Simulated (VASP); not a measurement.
Set up this calculation in VASP 6.6.1, as the native input.

- Task: single point
- Functional: PBE
- Potentials or basis: VASP PAW PBE potentials, release 64 (Mg, Be, I)
- Cutoff: 520 eV
- k mesh: 6 × 6 × 6
- Occupations: gaussian, width 0.02 eV
- Spin: no spin polarisation
- Dipole correction: no
- Further INCAR settings: ALGO = Normal; EDIFF = 1e-06; NBANDS = 34

The structure of MgBe2I6 lies in POSCAR:

```
MgBe2I6
1.0
    3.6145456845      2.0868589240      8.2244016345
   -3.6145456845      2.0868589240      8.2244016345
    0.0000000000     -4.1737178479      8.2244016345
Mg Be I
1 2 6
Direct
    0.0000000000      0.0000000000      0.0000000000
    0.2679096117      0.2679096117      0.2679096117
    0.7320903883      0.7320903883      0.7320903883
    0.0501268819      0.4113714960      0.7560876435
    0.7560876435      0.0501268819      0.4113714960
    0.4113714960      0.7560876435      0.0501268819
    0.9498731181      0.5886285040      0.2439123565
    0.2439123565      0.9498731181      0.5886285040
    0.5886285040      0.2439123565      0.9498731181
```

One way to write it, as run:

INCAR

```
  PREC = Accurate
  ENCUT = 520
  EDIFF = 1E-6
  ISMEAR = 0
  SIGMA = 0.02
  LREAL = F
  LASPH = T
  NELM = 100
  ALGO = Normal
  ISIF = 2
  LWAVE = F
  LCHARG = F
  GGA = PE
  NBANDS = 34
```

KPOINTS

```
regular mesh
0
Gamma
  6 6 6
```

Potentials or basis: VASP PAW PBE potentials, release 64 (Mg, Be, I).

Launch:

```sh
$ cat potpaw_PBE.64/Mg/POTCAR potpaw_PBE.64/Be/POTCAR potpaw_PBE.64/I/POTCAR > POTCAR
$ mpirun -np 1 vasp_std > vasp.out
```

It gave:

| Item | Value |
| --- | --- |
| Pressure | 0.0 GPa |
| Largest force | 0.015 eV/Å |
| Band gap on the k mesh | 3.29 eV, indirect (least direct gap 3.34 eV) |

Caveat: spin-orbit coupling is left out, which moves the levels of the heavy elements.

Wall time 18 min on 1 thread of Intel(R) Xeon(R) Platinum 8259CL CPU @ 2.50GHz (Skylake/Cascade Lake), on a shared host, peak memory 0.94 GiB.
